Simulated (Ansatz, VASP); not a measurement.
## One calculation of Te, two programs

File INCAR:

```
PREC = Accurate
ENCUT = 520
EDIFF = 1E-7
ISMEAR = -1
SIGMA = 0.1
LREAL = False
LASPH = True
NELM = 100
ALGO = Normal
ISIF = 2
LWAVE = False
LCHARG = False
NBANDS = 9
```

Contents of KPOINTS:

```
regular mesh
0
Gamma
  15 15 15
```

File POSCAR:

```
Te
1.0
   -1.7761185638      1.7761185638      1.7761185638
    1.7761185638     -1.7761185638      1.7761185638
    1.7761185638      1.7761185638     -1.7761185638
Te
1
Direct
    0.0000000000      0.0000000000      0.0000000000
```

Input for Ansatz:

```yaml
crystal:
  lattice:
    - [-1.7761185638, 1.7761185638, 1.7761185638]
    - [1.7761185638, -1.7761185638, 1.7761185638]
    - [1.7761185638, 1.7761185638, -1.7761185638]
  atoms:
    - { symbol: Te, position: [0.0, 0.0, 0.0] }
kpoints:
  mp_grid: { grid: [15, 15, 15] }
scf:
  occupations: { method: fermi_dirac, width: 0.1 }
hamiltonian:
  xc: lda
  pseudopotentials: { kind: all_electron, lapw: { basis_error: 0.001 } }
output:
  forces: true
  stress: true
  eigenvalues: true
  populations: true
```

Change from the starting cell: volume scaled by 0.84, LAPW.

Alike in both runs: task single point; functional LDA; k mesh 15 × 15 × 15; occupations fermi-dirac, width 0.1 eV; no spin polarisation.

|  | VASP | Ansatz |
| --- | --- | --- |
| version | VASP 6.6.1 | Ansatz 0.2.0 |
| potentials or method | VASP PAW LDA potentials, release 64 (Te), cutoff 520 eV | all-electron LAPW, scalar-relativistic |

```tsv
	VASP	Ansatz	Ansatz less VASP
pressure (GPa)	17.8	17.6	-0.18
```

LDA's correlation is that of Perdew and Zunger in VASP and of Perdew and Wang (1992) in Ansatz. Ansatz ran all-electron here, and VASP with PAW potentials.

Spin-orbit coupling is off throughout.
